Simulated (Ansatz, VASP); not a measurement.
**SnSe: VASP beside Ansatz**

File POSCAR:

```
SnSe
1.0
    0.0000000000      3.0621554168      3.0621554168
    3.0621554168      0.0000000000      3.0621554168
    3.0621554168      3.0621554168      0.0000000000
Sn Se
1 1
Direct
    0.0000000000      0.0000000000      0.0000000000
    0.5000000000      0.5000000000      0.5000000000
```

Contents of INCAR.step1:

```
PREC     = Accurate       # precision mode
ENCUT    = 520            # plane-wave cutoff, eV
ISMEAR   = -1             # smearing method
SIGMA    = 0.02           # smearing width, eV
LREAL    = False          # projectors in reciprocal space
LASPH    = True           # aspherical terms in the spheres
NELM     = 150            # most SCF steps
LNONCOLLINEAR= True           # non-collinear magnetism
MAGMOM   = 0 0 0 0 0 0    # initial moments
LSORBIT  = True           # spin-orbit coupling
GGA_COMPAT= False        
NBANDS   = 32             # bands
GGA      = PE             # functional
ALGO     = Normal         # electronic algorithm
EDIFF    = 1E-4           # SCF threshold, eV
LWAVE    = True           # write WAVECAR
LCHARG   = False          # write CHGCAR
```

Contents of INCAR.step2:

```
PREC     = Accurate       # precision mode
ENCUT    = 520            # plane-wave cutoff, eV
EDIFF    = 1E-6           # SCF threshold, eV
ISMEAR   = -1             # smearing method
SIGMA    = 0.02           # smearing width, eV
LREAL    = False          # projectors in reciprocal space
LASPH    = True           # aspherical terms in the spheres
NELM     = 150            # most SCF steps
ALGO     = Normal         # electronic algorithm
ISIF     = 2              # what is computed and relaxed
LWAVE    = False          # write WAVECAR
LCHARG   = True           # write CHGCAR
LNONCOLLINEAR= True           # non-collinear magnetism
MAGMOM   = 0 0 0 0 0 0    # initial moments
LORBIT   = 11             # projections on sites
LSORBIT  = True           # spin-orbit coupling
GGA_COMPAT= False        
LORBMOM  = True         
METAGGA  = R2SCAN         # meta-GGA
LMIXTAU  = True         
LVHAR    = True         
NBANDS   = 32             # bands
ISTART   = 1
```

Contents of KPOINTS:

```
Automatic mesh
0
Gamma
  8 8 8
```

Input for Ansatz:

```yaml
crystal:
  lattice:
    - [0.0, 3.0621554168, 3.0621554168]
    - [3.0621554168, 0.0, 3.0621554168]
    - [3.0621554168, 3.0621554168, 0.0]
  atoms:
    - { symbol: Sn, position: [0.0, 0.0, 0.0] }
    - { symbol: Se, position: [0.5, 0.5, 0.5] }
kpoints:
  mp_grid: { grid: [8, 8, 8] }
  band_path:
    path:
      - [0.0, 0.0, 0.0]
      - [0.5, 0.0, 0.5]
      - [0.625, 0.25, 0.625]
      - [0.375, 0.375, 0.75]
      - [0.5, 0.5, 0.5]
      - [0.5, 0.25, 0.75]
      - [0.5, 0.475, 0.525]
      - [-0.041667, -0.041016, 0.48055]
    npoints: 1
hamiltonian:
  xc: r2scan
scf:
  occupations: { method: fermi_dirac, width: 0.02 }
  n_extra_bands: 8
magnetization:
  noncollinear: true
  spin_orbit: true
output:
  forces: true
  stress: true
  eigenvalues: true
  write_density: true
  write_potential: true
  elf: true
  volumetric_format: npy
```

Change from the starting cell: hydrostatic strain +2.0%.

Alike in both runs: task single point; functional r2SCAN; k mesh 8 × 8 × 8; occupations fermi-dirac, width 0.02 eV; non-collinear spin, spin-orbit coupling.

|  | VASP | Ansatz |
| --- | --- | --- |
| version | VASP 6.6.1 | Ansatz 0.2.0 |
| potentials or method | VASP PAW PBE potentials, release 64 (Sn_d, Se) | plane waves, PAW |
| plane-wave cutoff (eV) | 520 | 500 |
| valence electrons in the cell | 20 | 30 |

```tsv
	VASP	Ansatz	Ansatz less VASP
pressure (GPa)	-2.6	-2.6	-0.04
```

VASP's potentials were made for PBE, not for r2SCAN. VASP's potentials hold 20 valence electrons a cell and Ansatz's 30, so a difference there can come from the potentials and not from the codes.
